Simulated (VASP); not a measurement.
# C (P6_3/mmc) in VASP: single point with r2SCAN

Aim: the single point of C with r2SCAN.

Everything below comes from runs of VASP 6.6.1. Logs are shortened: lines on timing, memory, paths and dates and some standing lists are left out, and cuts for length are marked.

### Step 1. The cell of the first run

The structure is hexagonal, space group P6_3/mmc (No. 194). Conventional cell: a = 2.456 Å, b = 2.456 Å, c = 7.040 Å, α = 90.00°, β = 90.00°, γ = 120.00°. C (site symmetry -6m2) has 3 C at 1.42 Å within 1.9 Å. Within 1.9 Å of C (site symmetry -6m2) lie 3 C at 1.42 Å.

### Step 2. Single point, r2SCAN

Input file POSCAR:

```
C
1.0
    2.4557922028      0.0000000000      0.0000000000
   -1.2278961014      2.1267784340      0.0000000000
    0.0000000000      0.0000000000      7.0404094286
C
4
Direct
    0.0000000000      0.0000000000      0.2500000000
    0.0000000000      0.0000000000      0.7500000000
    0.3333333333      0.6666666667      0.2500000000
    0.6666666667      0.3333333333      0.7500000000
```

Input file INCAR.step1:

```
SYSTEM = C
PREC = Accurate
ENCUT = 520
ISMEAR = 0
SIGMA = 0.1
LREAL = .FALSE.
LASPH = .TRUE.
NELM = 100
NBANDS = 16
GGA = PE
ALGO = Normal
EDIFF = 1E-4
LWAVE = .TRUE.
LCHARG = .FALSE.
```

Input file INCAR.step2:

```
SYSTEM = C
PREC = Accurate
ENCUT = 520
EDIFF = 1E-6
ISMEAR = 0
SIGMA = 0.1
LREAL = .FALSE.
LASPH = .TRUE.
NELM = 100
ALGO = Normal
ISIF = 2
LWAVE = .FALSE.
LCHARG = .FALSE.
METAGGA = R2SCAN
LMIXTAU = .TRUE.
NBANDS = 16
ISTART = 1
```

Input file KPOINTS:

```
Automatic mesh
0
G
  21 21 6
  0 0 0
```

Potentials or basis: VASP PAW PBE potentials, release 64 (C).

The run is started by

```sh
> cat potpaw_PBE.64/C/POTCAR > POTCAR
> cp INCAR.step1 INCAR
> mpirun -np 1 vasp_std > vasp.out
> cp INCAR.step2 INCAR
> mpirun -np 1 vasp_std > vasp.out
```

OUTCAR:

```text
SYSTEM = C
   PREC = Accurate
   ENCUT = 520
   EDIFF = 1E-6
   ISMEAR = 0
   LREAL = .FALSE.
   LASPH = .TRUE.
   NELM = 100
   ISIF = 2
   METAGGA = R2SCAN
   ISTART = 1

 ion  position               nearest neighbor table
   1  0.000  0.000  0.250-   3 1.42   3 1.42   3 1.42
   2  0.000  0.000  0.750-   4 1.42   4 1.42   4 1.42
   3  0.333  0.667  0.250-   1 1.42   1 1.42   1 1.42
   4  0.667  0.333  0.750-   2 1.42   2 1.42   2 1.42

  LATTYP: Found a hexagonal cell.
 ALAT       =     2.4557922028
 C/A-ratio  =     2.8668587760

  Lattice vectors:

 A1 = (   2.4557922028,   0.0000000000,   0.0000000000)
 A2 = (  -1.2278961014,   2.1267784340,   0.0000000000)
 A3 = (   0.0000000000,   0.0000000000,   7.0404094286)

Analysis of symmetry for initial positions (statically):
=====================================================================
 Subroutine PRICEL returns:
 Original cell was already a primitive cell.

 Routine SETGRP: Setting up the symmetry group for a
 hexagonal supercell.

 Subroutine GETGRP returns: Found 24 space group operations
 (whereof 12 operations were pure point group operations)
 out of a pool of 24 trial point group operations.

The static configuration has the point symmetry D_3d.
 The point group associated with its full space group is D_6h.

Analysis of symmetry for dynamics (positions and initial velocities):
=====================================================================
 Subroutine PRICEL returns:
 Original cell was already a primitive cell.

 Routine SETGRP: Setting up the symmetry group for a
 hexagonal supercell.

 Subroutine GETGRP returns: Found 24 space group operations
 (whereof 12 operations were pure point group operations)
 out of a pool of 24 trial point group operations.

The dynamic configuration has the point symmetry D_3d.
 The point group associated with its full space group is D_6h.

 Subroutine INISYM returns: Found 24 space group operations
 (whereof 12 operations are pure point group operations),
 and found     1 'primitive' translations

----------------------------------------------------------------------------------------

                                     Primitive cell
[... 92 lines left out ...]
   LASPH  =      T    aspherical Exc in radial PAW
   ENCUT  =  520.0 eV  38.22 Ry    6.18 a.u.   4.57  4.57 13.09*2*pi/ulx,y,z
   NELM   =    100;   NELMIN=  2; NELMDL=  0     # of ELM steps
   EDIFF  = 0.1E-05   stopping-criterion for ELM
   LREAL  =      F    real-space projection
   EDIFFG = 0.1E-04   stopping-criterion for IOM
   NSW    =      0    number of steps for IOM
   IBRION =     -1    ionic relax: 0-MD 1-quasi-New 2-CG
   NFREE  =      0    steps in history (QN), initial steepest desc. (CG)
   ISIF   =      2    stress and relaxation
   ISYM   =      2    0-nonsym 1-usesym 2-fastsym
   POTIM  = 0.5000    time-step for ionic-motion
   TEBEG  =    0.0;   TEEND  =   0.0 temperature during run
   PSTRESS=    0.0 pullay stress
   NELECT =      16.0000    total number of electrons
   NUPDOWN=      -1.0000    fix difference up-down
   EMIN   =  10.00;   EMAX   =-10.00  energy-range for DOS
   EFERMI =   0.00;   METHOD = LEGACY
   ISMEAR =     0;   SIGMA  =   0.10  broadening in eV -4-tet -1-fermi 0-gaus
   EFERMI_NEDOS =   21; number of points for ismear=-14 and -15
   IALGO  =     38    algorithm
   IMIX   =      4    mixing-type and parameters
     AMIX     =   0.40;   BMIX     =  1.00
     AMIX_MAG =   1.60;   BMIX_MAG =  1.00
  volume/ion in A,a.u.               =       9.19        62.04
  Fermi-wavevector in a.u.,A,eV,Ry     =   1.240540  2.344281 20.938555  1.538940
  Thomas-Fermi vector in A             =   2.374977
   LORBIT       =      0    0 simple, 1 ext, 2 COOP (PROOUT), +10 PAW based schemes
   METAGGA = R2SCAN    functional components
   LHFCALC =     F    Hartree Fock is set to
   AEXX    =    0.0000 exact exchange contribution
   IVDW    =     0    specifies the selected vdW correction
   LEPSILON=     F    determine dielectric tensor
   LRPA    =     F    only Hartree local field effects (RPA)
 non-spin polarized calculation
 Gauss-broadening in eV      SIGMA  =   0.10
  energy-cutoff  :      520.00
  volume of cell :       36.77
 maximum number of plane-waves:      1012
   NGX =  9   NGY =  9   NGZ = 27

 number of electron      15.9999995 magnetization

 Free energy of the ion-electron system (eV)
  ---------------------------------------------------
  ext. energy  EPLUGINS =         0.00000000
  ---------------------------------------------------
  free energy    TOTEN  =       -39.75214939 eV

  energy without entropy =      -39.75155486  energy(sigma->0) =      -39.75185213

 E-fermi :   4.2723     XC(G=0): -10.8005

 val. band max:        4.2665504523   @ k =   0.3333   0.3333   0.1667
 cond. band min:       4.2763778802   @ k =   0.3333   0.3333   0.3333
 fundamental gap:      0.0098274279
 Fermi energy:         4.2722665409

 k-point     1 :       0.0000    0.0000    0.0000
  band No.  band energies     occupation
      1     -16.6653      2.00000
      2     -16.4633      2.00000
      3      -4.5843      2.00000
      4      -3.0149      2.00000
      5       1.0629      2.00000
      6       1.0629      2.00000
[... 433 lines left out ...]
      3      -3.4100      2.00000
      4      -3.3575      2.00000
      5      -2.6737      2.00000
      6      -1.6008      2.00000
[... 8 lines left out ...]
     15      16.8563      0.00000
     16      17.0328      0.00000

 [... further k-points ...]

------------------------ aborting loop because EDIFF is reached ----------------------------------------

  FORCE on cell =-STRESS in cart. coord.  units (eV):
  Direction    XX          YY          ZZ          XY          YZ          ZX
  --------------------------------------------------------------------------------------
  -------------------------------------------------------------------------------------
  Total        0.2420761      0.2420761     -0.0150882      0.0000000     -0.0000000      0.0000000
  in kB       10.5475277     10.5475277     -0.6574099      0.0000000     -0.0000000      0.0000000
  external PRESSURE =       6.8125485 kB  Pullay stress =       0.0000000 kB

 VOLUME and BASIS-vectors are now :
 -----------------------------------------------------------------------------
  energy-cutoff  :      520.00
  volume of cell :       36.77
      direct lattice vectors                 reciprocal lattice vectors
     2.455792203  0.000000000  0.000000000     0.407200576  0.235097362  0.000000000
    -1.227896101  2.126778434  0.000000000     0.000000000  0.470194725  0.000000000
     0.000000000  0.000000000  7.040409429     0.000000000  0.000000000  0.142037194

 POSITION                                       TOTAL-FORCE (eV/Angst)
 -----------------------------------------------------------------------------------
      0.00000      0.00000      1.76010        -0.000000      0.000000     -0.000000
      0.00000      0.00000      5.28031         0.000000     -0.000000      0.000000
     -0.00000      1.41785      1.76010        -0.000000      0.000000      0.000000
      1.22790      0.70893      5.28031         0.000000      0.000000     -0.000000
 -----------------------------------------------------------------------------------
    total drift:                                0.000000     -0.000000      0.000000

  FREE ENERGIE OF THE ION-ELECTRON SYSTEM (eV)
  ---------------------------------------------------
  free  energy   TOTEN  =       -39.7521493876 eV

  energy  without entropy=      -39.7515548636  energy(sigma->0) =      -39.75185213
```

OSZICAR.step1:

```text
N       E                     dE             d eps       ncg     rms          rms(c)
DAV:   1     0.345279122332E+02    0.34528E+02   -0.79569E+03  6160   0.922E+02
DAV:   2    -0.365986737850E+02   -0.71127E+02   -0.65032E+02  8784   0.190E+02
DAV:   3    -0.393313697946E+02   -0.27327E+01   -0.27185E+01  8120   0.348E+01
DAV:   4    -0.393552311793E+02   -0.23861E-01   -0.23851E-01  7672   0.388E+00
DAV:   5    -0.393556258961E+02   -0.39472E-03   -0.39470E-03  7928   0.474E-01    0.906E+00
DAV:   6    -0.374638614347E+02    0.18918E+01   -0.12743E+00  7336   0.710E+00    0.530E+00
DAV:   7    -0.368586415899E+02    0.60522E+00   -0.15843E+00  7600   0.802E+00    0.151E+00
DAV:   8    -0.368689725349E+02   -0.10331E-01   -0.73539E-02  7296   0.161E+00    0.342E-01
DAV:   9    -0.368675306711E+02    0.14419E-02   -0.21037E-03  7872   0.318E-01    0.108E-01
DAV:  10    -0.368677477802E+02   -0.21711E-03   -0.72256E-04  6584   0.171E-01    0.769E-02
DAV:  11    -0.368677414104E+02    0.63698E-05   -0.29348E-05  5088   0.375E-02
   1 F= -.36867741E+02 E0= -.36867444E+02  d E =-.595154E-03
```

It took 12 min on 1 thread of Intel Xeon 8259CL, shared host; peak memory 0.17 GiB.

Results:

- Free energy: -39.7521 eV
- Pressure: 0.7 GPa
- Band gap on the k mesh: zero (bands 8 and 9 overlap by 0.02 eV)

Stress tensor (GPa, compression positive):
```
 1.05  0.00  0.00
 0.00  1.05  0.00
 0.00  0.00 -0.07
```

Caveat: the PAW data sets were made with another functional, which shifts forces and pressure a little.
